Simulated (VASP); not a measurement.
SrO: single point with RPBE

Crystal: SrO.

```xyz
4
Lattice="4.1418 0.0000 0.0000 -2.0709 3.5869 0.0000 0.0000 0.0000 5.4938" Properties=species:S:1:pos:R:3 pbc="T T T"
Sr    0.0000    2.3913    5.1539
Sr    2.0709    1.1956    2.4070
O     0.0000    2.3913    2.4001
O     2.0709    1.1956    5.1470
```

| Quantity | Value |
| --- | --- |
| Program | VASP 6.6.1 |
| Task | single point |
| Functional | RPBE |
| Potentials or basis | VASP PAW PBE potentials, release 64 (Sr_sv, O) |
| Cutoff | 600 eV |
| k mesh | 9 × 9 × 6 |
| Occupations | gaussian, width 0.05 eV |
| Spin | no spin polarisation |

- Pressure: 4.6 GPa
- Band gap on the k mesh: 2.83 eV (least direct gap 3.03 eV)

Forces on the atoms (eV/Å):
```
Sr   0.000  0.000  0.003
Sr   0.000  0.000  0.003
O    0.000  0.000 -0.003
O    0.000  0.000 -0.003
```

Stress tensor (GPa, compression positive):
```
 7.41  0.00  0.00
 0.00  7.41  0.00
 0.00  0.00 -1.12
```

Levels at points of the mesh, in eV from the valence-band top:
```tsv
k point	band 12	band 13	band 14	band 15	band 16	band 17	band 18	band 19	band 20	band 21
(0.00, 0.00, 0.00)	-1.15	-1.01	-1.01	-0.67	-0.21	2.83	6.41	6.41	6.97	7.23
(0.00, 0.00, 0.50)	-1.17	-1.14	-1.14	-1.14	-1.14	4.62	4.62	7.87	7.87	7.87
```

It took 2.1 min on 1 thread of Intel Xeon 8259CL, with other jobs on the host, peak memory 0.3 GiB.

Caveat: the cell stands under pressure; the PAW data sets were made with another functional, which shifts forces and pressure a little; an odd mesh through Γ misses points on the zone boundary, where band edges can lie.
